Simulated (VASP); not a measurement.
Wanted: the native input for a VASP 6.6.1 run.

| Quantity | Value |
| --- | --- |
| Task | single point |
| Functional | PBE |
| Potentials or basis | VASP PAW PBE potentials, release 64 (Mg, Cd, S) |
| Cutoff | 520 eV |
| k mesh | 6 × 6 × 2 |
| Occupations | gaussian, width 0.2 eV |
| Spin | no spin polarisation |
| Dipole correction | no |
| Further INCAR settings | ALGO = Normal; EDIFF = 1e-06; NBANDS = 29 |

The structure of Mg4CdS3 lies in POSCAR:

```
Mg4CdS3
1.0
    3.6395531151     -0.0001449007      0.0001479305
   -1.8199008573      3.1519279238     -0.0001354480
    0.0025321749     -0.0009551385     13.8561963018
Mg Cd S
4 1 3
Direct
    0.3332330603      0.6667281110      0.6093752174
    0.6667877505      0.3332491681      0.3906250663
    0.6668837715      0.3332702975      0.1657104953
    0.3331181916      0.6667719049      0.8342880527
    0.9999808398      1.0000145209     -0.0000013135
    0.6665030021      0.3334012661      0.7221234111
    0.3334910795      0.6665910296      0.2778781370
    0.0000023047      0.9999737019      0.5000009338
```

These files were run (other wordings do the same):

INCAR

```
SYSTEM = Mg4CdS3
PREC = Accurate
ENCUT = 520
EDIFF = 1E-6
ISMEAR = 0
SIGMA = 0.2
LREAL = .False.
LASPH = .True.
NELM = 60
ALGO = Normal
ISIF = 2
LWAVE = .False.
LCHARG = .False.
GGA = PE
NBANDS = 29
```

KPOINTS

```
regular mesh
0
Gamma
  6 6 2
  0 0 0
```

Potentials or basis: VASP PAW PBE potentials, release 64 (Mg, Cd, S).

Run with:

```sh
$ cat potpaw_PBE.64/Mg/POTCAR potpaw_PBE.64/Cd/POTCAR potpaw_PBE.64/S/POTCAR > POTCAR
$ mpirun -np 1 vasp_std > vasp.out
```

It gave:

| Quantity | Value |
| --- | --- |
| Pressure | -0.2 GPa |
| Largest force | 0.011 eV/Å |
| Band gap on the k mesh | zero (bands 19 and 20 overlap by 0.06 eV) |

Caveat: semilocal functionals underestimate gaps, so a narrow gap can read as zero.

Run time: 5 min on 1 thread of Intel Xeon 8259CL, with other jobs on the host, peak memory 0.38 GiB.
